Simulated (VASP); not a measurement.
# Si2Sn (P4_2/mmc) in VASP: single point with PBE

Aim: the single point of Si2Sn with PBE.

Program: VASP 6.6.1. These are calculated values, not measurements. Logs are shortened: lines on timing, memory, paths and dates and some standing lists are left out, and cuts for length are marked.

### 1 The cell of the first run

Symmetry: P4_2/mmc, No. 131, tetragonal system. The conventional cell has a = 5.330 Å, b = 5.330 Å, c = 6.262 Å, α = 90.00°, β = 90.00°, γ = 90.00°. Within 3.0 Å of Si (site symmetry 2mm) lie 1 Si at 2.29 Å and 2 Sn at 2.70 Å. Sn (site symmetry -4m2) has 4 Si at 2.70 Å and 2 Sn at 3.13 Å within 3.6 Å.

### 2 Single point, PBE

POSCAR reads:

```
Si2Sn
1.0
    5.3302376880      0.0000000000      0.0000000000
    0.0000000000      5.3302376880      0.0000000000
    0.0000000000      0.0000000000      6.2621221560
Si Sn
4 2
Direct
    0.5000000000      0.0000000000      0.6829015738
    0.0000000000      0.5000000000      0.8170984262
    0.0000000000      0.5000000000      0.1829015738
    0.5000000000      0.0000000000      0.3170984262
    0.5000000000      0.5000000000      0.7500000000
    0.5000000000      0.5000000000      0.2500000000
```

INCAR.step1 reads:

```
SYSTEM = Si2Sn
  PREC = Accurate
  ENCUT = 400
  EDIFF = 1E-6
  ISMEAR = 0
  SIGMA = 0.1
  LREAL = .FALSE.
  LASPH = .TRUE.
  NELM = 120
  ALGO = Normal
  ISIF = 2
  LWAVE = .FALSE.
  LCHARG = .TRUE.
  GGA = PE
  NBANDS = 31
  GGA_COMPAT = .FALSE.
  NEDOS = 2001
  LORBIT = 11
```

KPOINTS.step1 reads:

```
Automatic mesh
0
G
  8 8 6
  0 0 0
```

INCAR.step2 reads:

```
SYSTEM = Si2Sn
  PREC = Accurate
  ENCUT = 400
  EDIFF = 1E-6
  ISMEAR = -5
  SIGMA = 0.1
  LREAL = .FALSE.
  LASPH = .TRUE.
  NELM = 120
  ALGO = Normal
  ISIF = 2
  LWAVE = .FALSE.
  LCHARG = .FALSE.
  GGA = PE
  LORBIT = 11
  NEDOS = 1001
  ICHARG = 11
  GGA_COMPAT = .FALSE.
```

KPOINTS.step2 reads:

```
Automatic mesh
0
G
  12 12 9
  0 0 0
```

Potentials or basis: VASP PAW PBE potentials, release 64 (Si, Sn_d).

Command:

```console
$ cat potpaw_PBE.64/Si/POTCAR potpaw_PBE.64/Sn_d/POTCAR > POTCAR
$ cp INCAR.step1 INCAR
$ cp KPOINTS.step1 KPOINTS
$ mpirun -np 1 vasp_std > vasp.out
$ cp INCAR.step2 INCAR
$ cp KPOINTS.step2 KPOINTS
$ mpirun -np 1 vasp_std > vasp.out
```

OUTCAR:

```text
SYSTEM = Si2Sn
   PREC = Accurate
   ENCUT = 400
   EDIFF = 1E-6
   ISMEAR = -5
   LREAL = .FALSE.
   LASPH = .TRUE.
   NELM = 120
   ISIF = 2
   GGA = PE
   LORBIT = 11
   ICHARG = 11

 ion  position               nearest neighbor table
   1  0.500  0.000  0.683-   4 2.29   5 2.70   5 2.70
   2  0.000  0.500  0.817-   3 2.29   5 2.70   5 2.70
   3  0.000  0.500  0.183-   2 2.29   6 2.70   6 2.70
   4  0.500  0.000  0.317-   1 2.29   6 2.70   6 2.70
   5  0.500  0.500  0.750-   1 2.70   2 2.70   1 2.70   2 2.70   6 3.13   6 3.13
   6  0.500  0.500  0.250-   3 2.70   4 2.70   4 2.70   3 2.70   5 3.13   5 3.13

  LATTYP: Found a simple tetragonal cell.
 ALAT       =     5.3302376880
 C/A-ratio  =     1.1748298148

  Lattice vectors:

 A1 = (   5.3302376880,   0.0000000000,   0.0000000000)
 A2 = (   0.0000000000,   5.3302376880,   0.0000000000)
 A3 = (   0.0000000000,   0.0000000000,   6.2621221560)

Analysis of symmetry for initial positions (statically):
=====================================================================
 Subroutine PRICEL returns:
 Original cell was already a primitive cell.

 Routine SETGRP: Setting up the symmetry group for a
 simple tetragonal supercell.

 Subroutine GETGRP returns: Found 16 space group operations
 (whereof  8 operations were pure point group operations)
 out of a pool of 16 trial point group operations.

The static configuration has the point symmetry D_2h.
 The point group associated with its full space group is D_4h.

Analysis of symmetry for dynamics (positions and initial velocities):
=====================================================================
 Subroutine PRICEL returns:
 Original cell was already a primitive cell.

 Routine SETGRP: Setting up the symmetry group for a
 simple tetragonal supercell.

 Subroutine GETGRP returns: Found 16 space group operations
 (whereof  8 operations were pure point group operations)
 out of a pool of 16 trial point group operations.

The dynamic configuration has the point symmetry D_2h.
 The point group associated with its full space group is D_4h.

 Subroutine INISYM returns: Found 16 space group operations
 (whereof  8 operations are pure point group operations),
 and found     1 'primitive' translations

----------------------------------------------------------------------------------------

                                     Primitive cell

[... 112 lines left out ...]
   NUPDOWN=      -1.0000    fix difference up-down
   EMIN   =  10.00;   EMAX   =-10.00  energy-range for DOS
   EFERMI =   0.00;   METHOD = LEGACY
   ISMEAR =    -5;   SIGMA  =   0.10  broadening in eV -4-tet -1-fermi 0-gaus
   EFERMI_NEDOS =   21; number of points for ismear=-14 and -15
   IALGO  =     38    algorithm
   IMIX   =      4    mixing-type and parameters
     AMIX     =   0.40;   BMIX     =  1.00
     AMIX_MAG =   1.60;   BMIX_MAG =  1.00
  volume/ion in A,a.u.               =      29.65       200.11
  Fermi-wavevector in a.u.,A,eV,Ry     =   1.027592  1.941868 14.367016  1.055946
  Thomas-Fermi vector in A             =   2.161545
   LORBIT       =     11    0 simple, 1 ext, 2 COOP (PROOUT), +10 PAW based schemes
   GGA     = PE    functional components
   LHFCALC =     F    Hartree Fock is set to
   AEXX    =    0.0000 exact exchange contribution
   IVDW    =     0    specifies the selected vdW correction
   LEPSILON=     F    determine dielectric tensor
   LRPA    =     F    only Hartree local field effects (RPA)
 non-spin polarized calculation
 Fermi weights with tetrahedron method with Bloechl corrections
  energy-cutoff  :      400.00
  volume of cell :      177.92
 maximum number of plane-waves:      3264
 NGX is ok and might be reduce to    36

 number of electron      43.9999936 magnetization

 Free energy of the ion-electron system (eV)
  ---------------------------------------------------
  ext. energy  EPLUGINS =         0.00000000
  ---------------------------------------------------
  free energy    TOTEN  =       -23.85604276 eV

  energy without entropy =      -23.85604276  energy(sigma->0) =      -23.85604276

 E-fermi :   3.7992     XC(G=0):  -8.4863

 val. band max:        3.9584264022   @ k =   0.3333   0.3333   0.4444
 cond. band min:       3.7188278127   @ k =   0.1667   0.0000   0.1111
 fundamental gap:     -0.2395985894
 Fermi energy:         3.7992362559

 k-point     1 :       0.0000    0.0000    0.0000
  band No.  band energies     occupation
      1     -17.7013      2.00000
      2     -17.5678      2.00000
      3     -17.5678      2.00000
      4     -17.5631      2.00000
      5     -17.5488      2.00000
      6     -17.4851      2.00000
[... 685 lines left out ...]
     25       5.4023      0.00000
     26       7.3680      0.00000

 [... further k-points ...]

------------------------ aborting loop because EDIFF is reached ----------------------------------------

  FORCE on cell =-STRESS in cart. coord.  units (eV):
  Direction    XX          YY          ZZ          XY          YZ          ZX
  --------------------------------------------------------------------------------------
  -------------------------------------------------------------------------------------
  Total       -0.2766779     -0.2766779      0.0313699     -0.0000000      0.0000000      0.0000000
  in kB       -2.4915547     -2.4915547      0.2824942     -0.0000000      0.0000000      0.0000000
  external PRESSURE =      -1.5668718 kB  Pullay stress =       0.0000000 kB

 VOLUME and BASIS-vectors are now :
 -----------------------------------------------------------------------------
  energy-cutoff  :      400.00
  volume of cell :      177.92
      direct lattice vectors                 reciprocal lattice vectors
     5.330237688  0.000000000  0.000000000     0.187608894  0.000000000  0.000000000
     0.000000000  5.330237688  0.000000000     0.000000000  0.187608894  0.000000000
     0.000000000  0.000000000  6.262122156     0.000000000  0.000000000  0.159690274

 POSITION                                       TOTAL-FORCE (eV/Angst)
 -----------------------------------------------------------------------------------
      2.66512      0.00000      4.27641         0.000000      0.000000      0.010156
      0.00000      2.66512      5.11677         0.000000      0.000000     -0.010156
      0.00000      2.66512      1.14535         0.000000      0.000000      0.010156
      2.66512      0.00000      1.98571         0.000000      0.000000     -0.010156
      2.66512      2.66512      4.69659         0.000000     -0.000000     -0.000000
      2.66512      2.66512      1.56553        -0.000000      0.000000     -0.000000
 -----------------------------------------------------------------------------------
    total drift:                                0.000000      0.000000      0.000000

  FREE ENERGIE OF THE ION-ELECTRON SYSTEM (eV)
  ---------------------------------------------------
  free  energy   TOTEN  =       -23.8560427558 eV

  energy  without entropy=      -23.8560427558  energy(sigma->0) =      -23.85604276

 total charge

# of ion       s       p       d       tot
------------------------------------------
    1        0.854   0.744   0.000   1.598
    2        0.854   0.744   0.000   1.598
    3        0.854   0.744   0.000   1.598
    4        0.854   0.744   0.000   1.598
    5        1.183   1.105  10.010  12.298
    6        1.183   1.105  10.010  12.298
--------------------------------------------------
tot          5.783   5.184  20.021  30.988
```

OSZICAR.step1:

```text
N       E                     dE             d eps       ncg     rms          rms(c)
DAV:   1     0.300387232632E+03    0.30039E+03   -0.17393E+04  3819   0.128E+03
DAV:   2     0.110609103207E+02   -0.28933E+03   -0.27980E+03  3817   0.346E+02
DAV:   3    -0.230333329404E+02   -0.34094E+02   -0.33157E+02  4563   0.122E+02
DAV:   4    -0.243770739300E+02   -0.13437E+01   -0.13364E+01  4477   0.267E+01
DAV:   5    -0.244214014670E+02   -0.44328E-01   -0.44315E-01  5157   0.480E+00    0.573E+00
DAV:   6    -0.239531945463E+02    0.46821E+00   -0.76327E-01  4773   0.505E+00    0.325E+00
DAV:   7    -0.238706794910E+02    0.82515E-01   -0.49890E-01  4421   0.267E+00    0.877E-01
DAV:   8    -0.238707376336E+02   -0.58143E-04   -0.62516E-02  4434   0.115E+00    0.394E-01
DAV:   9    -0.238715190807E+02   -0.78145E-03   -0.46279E-03  4753   0.345E-01    0.126E-01
DAV:  10    -0.238715832580E+02   -0.64177E-04   -0.61289E-04  4982   0.119E-01    0.583E-02
DAV:  11    -0.238716802426E+02   -0.96985E-04   -0.23877E-04  4441   0.784E-02    0.161E-02
DAV:  12    -0.238716724637E+02    0.77790E-05   -0.41651E-05  4337   0.350E-02    0.110E-02
DAV:  13    -0.238716776138E+02   -0.51501E-05   -0.14103E-05  3870   0.123E-02    0.338E-03
DAV:  14    -0.238716778336E+02   -0.21976E-06   -0.44211E-07  2981   0.358E-03
   1 F= -.23871678E+02 E0= -.23860539E+02  d E =-.222768E-01
```

Wall time 7.3 min (1 thread of Oxide Virtual Turin-like, shared host); peak memory 0.44 GiB.

What came out:

| Quantity | Value |
| --- | --- |
| Valence electrons inside the program's atomic spheres | Si 1.60; Sn 12.30 |

Levels at points of the mesh, in eV from the Fermi level:
| k point | band 19 | band 20 | band 21 | band 22 | band 23 | band 24 | band 25 | band 26 |
| --- | --- | --- | --- | --- | --- | --- | --- | --- |
| (0.00, 0.00, 0.00) | -1.87 | -1.87 | -1.01 | -0.80 | 0.01 | 0.01 | 0.35 | 2.95 |
| (0.50, 0.00, 0.00) | -2.33 | -1.64 | -0.74 | -0.53 | -0.26 | 1.94 | 1.98 | 2.19 |
| (0.50, 0.50, 0.00) | -2.30 | -2.30 | 0.27 | 0.70 | 1.31 | 2.65 | 2.66 | 2.81 |

Caveat: spin-orbit coupling is left out, which moves the levels of the heavy elements.
